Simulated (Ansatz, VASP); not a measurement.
**BaTe: VASP beside Ansatz**

Contents of POSCAR:

```
BaTe
1.0
    0.0000000000      3.9141586662      3.9141586662
    3.9141586662      0.0000000000      3.9141586662
    3.9141586662      3.9141586662      0.0000000000
Ba Te
1 1
Direct
    0.0000000000      0.0000000000      0.0000000000
    0.2500000000      0.2500000000      0.2500000000
```

INCAR.step1

```
ALGO     = Normal         # electronic algorithm
EDIFF    = 1E-5           # SCF threshold, eV
ENCUT    = 520            # plane-wave cutoff, eV
GGA      = PE             # functional
ISIF     = 2              # what is computed and relaxed
ISMEAR   = 0              # smearing method
LASPH    = True           # aspherical terms in the spheres
LCHARG   = False          # write CHGCAR
LREAL    = False          # projectors in reciprocal space
LWAVE    = True           # write WAVECAR
NBANDS   = 15             # bands
NELM     = 60             # most SCF steps
PREC     = Accurate       # precision mode
SIGMA    = 0.01           # smearing width, eV
```

INCAR.step2

```
ALGO     = Normal         # electronic algorithm
EDIFF    = 1E-6           # SCF threshold, eV
ENCUT    = 520            # plane-wave cutoff, eV
GGA      = PE             # functional
HFSCREEN = 0.2079         # screening, 1/A
ISIF     = 2              # what is computed and relaxed
ISMEAR   = 0              # smearing method
ISTART   = 1            
LASPH    = True           # aspherical terms in the spheres
LCHARG   = False          # write CHGCAR
LHFCALC  = True           # exact exchange
LREAL    = False          # projectors in reciprocal space
LWAVE    = False          # write WAVECAR
NBANDS   = 15             # bands
NELM     = 60             # most SCF steps
PREC     = Accurate       # precision mode
PRECFOCK = Normal       
SIGMA    = 0.01           # smearing width, eV
```

KPOINTS

```
k-points
0
Gamma
  4 4 4
```

Input for Ansatz:

```yaml
crystal:
  lattice:
    - [0.0, 3.9141586662, 3.9141586662]
    - [3.9141586662, 0.0, 3.9141586662]
    - [3.9141586662, 3.9141586662, 0.0]
  atoms:
    - { symbol: Ba, position: [0.0, 0.0, 0.0] }
    - { symbol: Te, position: [0.25, 0.25, 0.25] }
kpoints:
  mp_grid: { grid: [4, 4, 4] }
hamiltonian:
  xc: hse06
scf:
  occupations: { method: fixed }
  n_extra_bands: 4
output:
  forces: true
  stress: true
  eigenvalues: true
  write_density: true
  write_potential: true
  elf: true
  volumetric_format: npy
```

Alike in both runs: task single point; functional HSE06; k mesh 4 × 4 × 4; no spin polarisation.

|  | VASP | Ansatz |
| --- | --- | --- |
| version | VASP 6.6.1 | Ansatz 0.2.0 |
| potentials or method | VASP PAW PBE potentials, release 64 (Ba_sv, Te) | plane waves, PAW |
| plane-wave cutoff (eV) | 520 | 420 |
| occupations | gaussian, width 0.01 eV | fixed |
| valence electrons in the cell | 16 | 26 |

```tsv
	VASP	Ansatz	Ansatz less VASP
gap on the k mesh at the Fermi level (eV)	3.29	3.31	+0.021
pressure (GPa)	0.0	-0.1	-0.13
```

VASP's potentials hold 16 valence electrons a cell and Ansatz's 26, so a difference there can come from the potentials and not from the codes. Ansatz's warnings: stress exchange threshold loose, stress scf threshold loose.

Neither program's run includes spin-orbit coupling.
